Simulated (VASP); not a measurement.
Wanted: the native input for a VASP 6.6.1 run.

```yaml
Task: single point
Functional: PBEsol
Potentials_or_basis: VASP PAW PBE potentials, release 64 (Co, O)
Cutoff: 520 eV
k_mesh: 9 × 9 × 9
Occupations: fermi-dirac, width 0.2 eV
Spin: collinear spin, ferromagnetic start
Starting_moments: "[2.5, 0.0] μB"
Hubbard_terms: Co d U = 2.0 eV
Dipole_correction: no
Further_INCAR_settings: ALGO = Normal; EDIFF = 1e-06; NBANDS = 18
```

The structure of CoO lies in POSCAR:

```
CoO
1.0
   -1.5080000000      1.5080000000      2.1072500000
    1.5080000000     -1.5080000000      2.1072500000
    1.5080000000      1.5080000000     -2.1072500000
Co O
1 1
Direct
    0.0000000000      0.0000000000      0.0000000000
    0.5000000000      0.5000000000      0.0000000000
```

The input as run:

INCAR

```
SYSTEM = CoO
PREC = Accurate
ENCUT = 520
EDIFF = 1E-6
ISMEAR = -1
SIGMA = 0.2
LREAL = .FALSE.
LASPH = .TRUE.
NELM = 150
ALGO = Normal
ISIF = 2
LWAVE = .FALSE.
LCHARG = .TRUE.
ISPIN = 2
MAGMOM = 2.5 0
LORBIT = 11
LMAXMIX = 4
LDAU = .TRUE.
LDAUTYPE = 2
LDAUL = 2 -1
LDAUU = 2 0
LDAUJ = 0 0
LDAUPRINT = 1
GGA = PS
LELF = .TRUE.
LVHAR = .TRUE.
NBANDS = 18
```

KPOINTS

```
Automatic mesh
0
G
  9 9 9
  0 0 0
```

Potentials or basis: VASP PAW PBE potentials, release 64 (Co, O).

Command:

```bash
$ cat potpaw_PBE.64/Co/POTCAR potpaw_PBE.64/O/POTCAR > POTCAR
$ mpirun -np 1 vasp_std > vasp.out
```

It gave:

| Property | Result |
| --- | --- |
| Pressure | -8.5 GPa |
| Net moment | 2.89 μB per cell |
| Site moments | Co +2.62; O +0.25 μB |
| Valence electrons inside the program's atomic spheres | Co 7.83; O 4.97 |

Caveat: the PAW data sets were made with another functional, which shifts forces and pressure a little; a cell with one magnetic atom can't hold antiferromagnetic order, which such compounds often take.

Wall time 30 s on 1 thread of Intel(R) Xeon(R) 6975P-C (Granite Rapids) (shared host), peak memory 0.17 GiB.
